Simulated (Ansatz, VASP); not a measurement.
# SiO2 in VASP and in Ansatz

```
Si O
1.0
     4.23588    0.00000    0.00000
     0.00000    4.53239    0.00000
     0.00000    0.00000    2.68977
Si O
2 4
Direct
  0.50000 0.50000 0.50000
  0.00000 0.00000 0.00000
  0.69301 0.69301 0.00000
  0.19301 0.80699 0.50000
  0.30699 0.30699 0.00000
  0.80699 0.19301 0.50000
```

Change from the starting cell: mode 4 frozen in at +0.000 Å, normal strain along y +0.0700.

Alike in both runs: task single point; functional PBE; k mesh 6 × 6 × 8; occupations gaussian, width 0.05 eV; no spin polarisation.

|  | VASP | Ansatz |
| --- | --- | --- |
| version | VASP 6.6.1 | Ansatz 0.2.0 |
| potentials or method | VASP PAW PBE potentials, release 64 (Si, O), cutoff 520 eV | scalar-relativistic, plane waves, PAW |
| valence electrons in the cell | 32 | 32 |

```tsv
	VASP	Ansatz	Ansatz less VASP
gap on the k mesh at the Fermi level (eV)	3.96	3.99	+0.024
least direct gap on the mesh (eV)	3.96	3.99	+0.024
pressure (GPa)	-15.5	-15.8	-0.25
traceless stress, the component that is largest in VASP (GPa)	-13.60	-13.36	+0.247
rms of the force components (eV/Å)	0.390	0.402	+0.0121
```

Atom by atom the forces differ by 0.013 eV/Å (rms over components).
